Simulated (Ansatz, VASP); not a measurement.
# One calculation of GaN, two programs

```
Ga N
1.0
    10.10000    0.00000    0.00000
     0.00000   11.60000    0.00000
     0.00000    0.00000   12.40000
Ga N
3 3
Direct
  0.39051 0.42366 0.44441
  0.53878 0.60325 0.44084
  0.48670 0.50369 0.62085
  0.37977 0.38120 0.58659
  0.58515 0.62980 0.58165
  0.45129 0.51941 0.33760
```

Alike in both runs: functional PBE; k mesh 1 × 1 × 1; occupations gaussian, width 0.05 eV; collinear spin.

Ansatz relaxed the structure, and its values are those at the end. VASP's run is a single point on that final structure, the one shown.

|  | VASP | Ansatz |
| --- | --- | --- |
| version | VASP 6.6.1 | Ansatz 0.2.0 |
| potentials or method | VASP PAW PBE potentials, release 64 (Ga_d, N), cutoff 520 eV | scalar-relativistic, plane waves, PAW |
| valence electrons in the cell | 54 | 54 |

|  | VASP | Ansatz | Ansatz less VASP |
| --- | --- | --- | --- |
| gap on the k mesh at the Fermi level (eV) | 0.95 | 0.97 | +0.023 |
| rms of the force components (eV/Å) | 0.008 | 0.003 | -0.0058 |
| net moment per atom (μB) | 0.00 | 0.00 | 0.000 |

The functional is the same, so the differences come from potentials, cutoffs and numerics. Ansatz's warnings: seeded moment not kept, xc potential rough in thin density.
